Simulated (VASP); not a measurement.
# Si4Ge (P6_3/mmc) in VASP: further runs

The runs below take Si4Ge through single point, with PBE.

All numbers are computed with VASP 6.6.1; they aren't measurements. Logs are shortened: lines on timing, memory, paths and dates and some standing lists are left out, and cuts for length are marked.

## 1. The cell of the first run

Symmetry: P6_3/mmc, No. 194, hexagonal system. Conventional cell: a = 2.866 Å, b = 2.866 Å, c = 21.914 Å, α = 90.00°, β = 90.00°, γ = 120.00°. Si (site symmetry 3m) has 12 Si at 2.64 to 2.87 Å within 3.5 Å. Within 3.5 Å of Si (site symmetry 3m) lie 9 Si at 2.64 to 2.87 Å and 3 Ge at 2.88 Å. Ge (site symmetry -6m2) has 6 Ge at 2.87 Å and 6 Si at 2.88 Å within 3.8 Å.

## 2. Single point, PBE

INCAR reads:

```
PREC = Accurate
ENCUT = 520
EDIFF = 1E-7
ISMEAR = 0
SIGMA = 0.1
LREAL = False
LASPH = True
NELM = 100
ALGO = Normal
ISIF = 2
LWAVE = False
LCHARG = True
GGA = PE
LELF = True
LVHAR = True
NBANDS = 41
```

KPOINTS reads:

```
Automatic mesh
0
Gamma
  6 6 1
```

POSCAR reads:

```
Si4Ge
1.0
    2.8655244872      0.0000000029      0.0000000000
   -1.4327622461      2.4816169996      0.0000000000
    0.0000000000      0.0000000000     21.9138439429
Si Ge
8 2
Direct
    0.3333333333      0.6666666667      0.9515629818
    0.3333333333      0.6666666667      0.1421683556
    0.3333333333      0.6666666667      0.3578316444
    0.3333333333      0.6666666667      0.5484370182
    0.6666666667      0.3333333333      0.0484370182
    0.6666666667      0.3333333333      0.4515629818
    0.6666666667      0.3333333333      0.6421683556
    0.6666666667      0.3333333333      0.8578316444
    0.3333333333      0.6666666667      0.7500000000
    0.6666666667      0.3333333333      0.2500000000
```

Potentials or basis: VASP PAW PBE potentials, release 64 (Si, Ge_d).

Launch:

```sh
cat potpaw_PBE.64/Si/POTCAR potpaw_PBE.64/Ge_d/POTCAR > POTCAR
mpirun -np 1 vasp_std > vasp.out
```

OUTCAR:

```text
PREC = Accurate
   ENCUT = 520
   EDIFF = 1E-7
   ISMEAR = 0
   LREAL = False
   LASPH = True
   NELM = 100
   ISIF = 2
   GGA = PE

 ion  position               nearest neighbor table
   1  0.333  0.667  0.952-   8 2.64   8 2.64   8 2.64   5 2.69   5 2.69   5 2.69
   2  0.333  0.667  0.142-   5 2.64   5 2.64   5 2.64  10 2.88  10 2.88  10 2.88
   3  0.333  0.667  0.358-   6 2.64   6 2.64   6 2.64  10 2.88  10 2.88  10 2.88
   4  0.333  0.667  0.548-   7 2.64   7 2.64   7 2.64   6 2.69   6 2.69   6 2.69
   5  0.667  0.333  0.048-   2 2.64   2 2.64   2 2.64   1 2.69   1 2.69   1 2.69
   6  0.667  0.333  0.452-   3 2.64   3 2.64   3 2.64   4 2.69   4 2.69   4 2.69
   7  0.667  0.333  0.642-   4 2.64   4 2.64   4 2.64   9 2.88   9 2.88   9 2.88
   8  0.667  0.333  0.858-   1 2.64   1 2.64   1 2.64   9 2.88   9 2.88   9 2.88
   9  0.333  0.667  0.750-   7 2.88   8 2.88   7 2.88   8 2.88   7 2.88   8 2.88
  10  0.667  0.333  0.250-   2 2.88   3 2.88   2 2.88   3 2.88   2 2.88   3 2.88

  LATTYP: Found a hexagonal cell.
 ALAT       =     2.8655244872
 C/A-ratio  =     7.6474111601

  Lattice vectors:

 A1 = (   2.8655244872,   0.0000000029,   0.0000000000)
 A2 = (  -1.4327622461,   2.4816169996,   0.0000000000)
 A3 = (   0.0000000000,   0.0000000000,  21.9138439429)

Analysis of symmetry for initial positions (statically):
=====================================================================
 Subroutine PRICEL returns:
 Original cell was already a primitive cell.

 Routine SETGRP: Setting up the symmetry group for a
 hexagonal supercell.

 Subroutine GETGRP returns: Found 24 space group operations
 (whereof 12 operations were pure point group operations)
 out of a pool of 24 trial point group operations.

The static configuration has the point symmetry D_3d.
 The point group associated with its full space group is D_6h.

Analysis of symmetry for dynamics (positions and initial velocities):
=====================================================================
 Subroutine PRICEL returns:
 Original cell was already a primitive cell.

 Routine SETGRP: Setting up the symmetry group for a
 hexagonal supercell.

 Subroutine GETGRP returns: Found 24 space group operations
 (whereof 12 operations were pure point group operations)
 out of a pool of 24 trial point group operations.

[... 104 lines left out ...]
   NFREE  =      0    steps in history (QN), initial steepest desc. (CG)
   ISIF   =      2    stress and relaxation
   ISYM   =      2    0-nonsym 1-usesym 2-fastsym
   POTIM  = 0.5000    time-step for ionic-motion
   TEBEG  =    0.0;   TEEND  =   0.0 temperature during run
   PSTRESS=    0.0 pullay stress
   NELECT =      60.0000    total number of electrons
   NUPDOWN=      -1.0000    fix difference up-down
   EMIN   =  10.00;   EMAX   =-10.00  energy-range for DOS
   EFERMI =   0.00;   METHOD = LEGACY
   ISMEAR =     0;   SIGMA  =   0.10  broadening in eV -4-tet -1-fermi 0-gaus
   EFERMI_NEDOS =   21; number of points for ismear=-14 and -15
   IALGO  =     38    algorithm
   IMIX   =      4    mixing-type and parameters
     AMIX     =   0.40;   BMIX     =  1.00
     AMIX_MAG =   1.60;   BMIX_MAG =  1.00
  volume/ion in A,a.u.               =      15.58       105.16
  Fermi-wavevector in a.u.,A,eV,Ry     =   1.190984  2.250634 19.299102  1.418444
  Thomas-Fermi vector in A             =   2.327057
   LORBIT       =      0    0 simple, 1 ext, 2 COOP (PROOUT), +10 PAW based schemes
   GGA     = PE    functional components
   LHFCALC =     F    Hartree Fock is set to
   AEXX    =    0.0000 exact exchange contribution
   IVDW    =     0    specifies the selected vdW correction
   LEPSILON=     F    determine dielectric tensor
   LRPA    =     F    only Hartree local field effects (RPA)
 non-spin polarized calculation
 Gauss-broadening in eV      SIGMA  =   0.10
  energy-cutoff  :      520.00
  volume of cell :      155.83
 maximum number of plane-waves:      4221
 NGX is ok and might be reduce to    24
   NGX = 11   NGY = 11   NGZ = 81

 number of electron      60.0000032 magnetization

 Free energy of the ion-electron system (eV)
  ---------------------------------------------------
  ext. energy  EPLUGINS =         0.00000000
  ---------------------------------------------------
  free energy    TOTEN  =       -47.24768563 eV

  energy without entropy =      -47.21204358  energy(sigma->0) =      -47.22986460

 E-fermi :   9.0320     XC(G=0): -11.1660

 val. band max:        9.0269814742   @ k =   0.3333   0.1667   0.0000
 cond. band min:       9.0657687581   @ k =   0.1667   0.1667   0.0000
 fundamental gap:      0.0387872839
 Fermi energy:         9.0320273426

 k-point     1 :       0.0000    0.0000    0.0000
  band No.  band energies     occupation
      1     -15.7997      2.00000
      2     -15.7997      2.00000
      3     -15.7997      2.00000
      4     -15.7997      2.00000
      5     -15.7980      2.00000
      6     -15.7980      2.00000
[... 297 lines left out ...]
     40      10.0750      0.00000
     41      10.0750      0.00000

------------------------ aborting loop because EDIFF is reached ----------------------------------------

  FORCE on cell =-STRESS in cart. coord.  units (eV):
  Direction    XX          YY          ZZ          XY          YZ          ZX
  --------------------------------------------------------------------------------------
  -------------------------------------------------------------------------------------
  Total        0.0930311      0.0930311      0.0342027      0.0000000      0.0000000     -0.0000000
  in kB        0.9564922      0.9564922      0.3516520      0.0000000      0.0000000     -0.0000000
  external PRESSURE =       0.7548788 kB  Pullay stress =       0.0000000 kB

 VOLUME and BASIS-vectors are now :
 -----------------------------------------------------------------------------
  energy-cutoff  :      520.00
  volume of cell :      155.83
      direct lattice vectors                 reciprocal lattice vectors
     2.865524487  0.000000003  0.000000000     0.348976253  0.201481534  0.000000000
    -1.432762246  2.481617000  0.000000000    -0.000000000  0.402963068  0.000000000
     0.000000000  0.000000000 21.913843943     0.000000000  0.000000000  0.045633254

 POSITION                                       TOTAL-FORCE (eV/Angst)
 -----------------------------------------------------------------------------------
     -0.00000      1.65441     20.85240         0.000000      0.000000      0.007914
     -0.00000      1.65441      3.11546         0.000000      0.000000     -0.031545
     -0.00000      1.65441      7.84147         0.000000     -0.000000      0.031545
     -0.00000      1.65441     12.01836         0.000000      0.000000     -0.007914
      1.43276      0.82721      1.06144        -0.000000      0.000000     -0.007914
      1.43276      0.82721      9.89548         0.000000      0.000000      0.007914
      1.43276      0.82721     14.07238        -0.000000     -0.000000     -0.031545
      1.43276      0.82721     18.79839        -0.000000     -0.000000      0.031545
     -0.00000      1.65441     16.43538         0.000000     -0.000000      0.000000
      1.43276      0.82721      5.47846        -0.000000      0.000000      0.000000
 -----------------------------------------------------------------------------------
    total drift:                                0.000000     -0.000000      0.000000

  FREE ENERGIE OF THE ION-ELECTRON SYSTEM (eV)
  ---------------------------------------------------
  free  energy   TOTEN  =       -47.2476856261 eV

  energy  without entropy=      -47.2120435777  energy(sigma->0) =      -47.22986460
```

OSZICAR:

```text
N       E                     dE             d eps       ncg     rms          rms(c)
DAV:   1     0.459900851266E+03    0.45990E+03   -0.26039E+04   725   0.251E+03
DAV:   2     0.379594100387E+02   -0.42194E+03   -0.39705E+03   582   0.730E+02
DAV:   3    -0.429175416730E+02   -0.80877E+02   -0.77335E+02   653   0.153E+02
[... 18 lines left out ...]
DAV:  22    -0.472476852384E+02    0.36674E-05   -0.30142E-05   799   0.264E-02    0.204E-02
DAV:  23    -0.472476855061E+02   -0.26776E-06   -0.35724E-06   608   0.714E-03    0.147E-02
DAV:  24    -0.472476857378E+02   -0.23164E-06   -0.27304E-07   539   0.440E-03    0.166E-02
DAV:  25    -0.472476855646E+02    0.17313E-06   -0.59186E-07   672   0.510E-03    0.185E-03
DAV:  26    -0.472476856261E+02   -0.61496E-07   -0.86160E-08   346   0.108E-03
   1 F= -.47247686E+02 E0= -.47229865E+02  d E =-.356420E-01
```

stdout:

```text
POSCAR found type information on POSCAR SiGe
 POSCAR found :  2 types and      10 ions
 scaLAPACK will be used
 LDA part: xc-table for (Slater+PW92), standard interpolation
 POSCAR, INCAR and KPOINTS ok, starting setup
 FFT: planning ... GRIDC
 FFT: planning ... GRID_SOFT
 FFT: planning ... GRID
 WAVECAR not read
 entering main loop
```

Run time: 57 s. Hardware: 1 thread of Intel Xeon 6975P-C (Granite Rapids), shared host; peak memory 0.3 GiB.

Results:

| Quantity | Value |
| --- | --- |
| Free energy | -47.2477 eV |
| Pressure | 0.1 GPa |
| Largest force | 0.032 eV/Å |
| Band gap on the k mesh | zero (band 30 reaches 15.56 eV, above the bottom of band 31 at 6.91 eV) |

Forces on the atoms (eV/Å):
```
Si   0.000  0.000  0.008
Si   0.000  0.000 -0.032
Si   0.000  0.000  0.032
Si   0.000  0.000 -0.008
Si   0.000  0.000 -0.008
Si   0.000  0.000  0.008
Si   0.000  0.000 -0.032
Si   0.000  0.000  0.032
Ge   0.000  0.000  0.000
Ge   0.000  0.000  0.000
```

Caveat: the k points lie up to 0.42 Å⁻¹ apart.

[end of part 1 of 2]
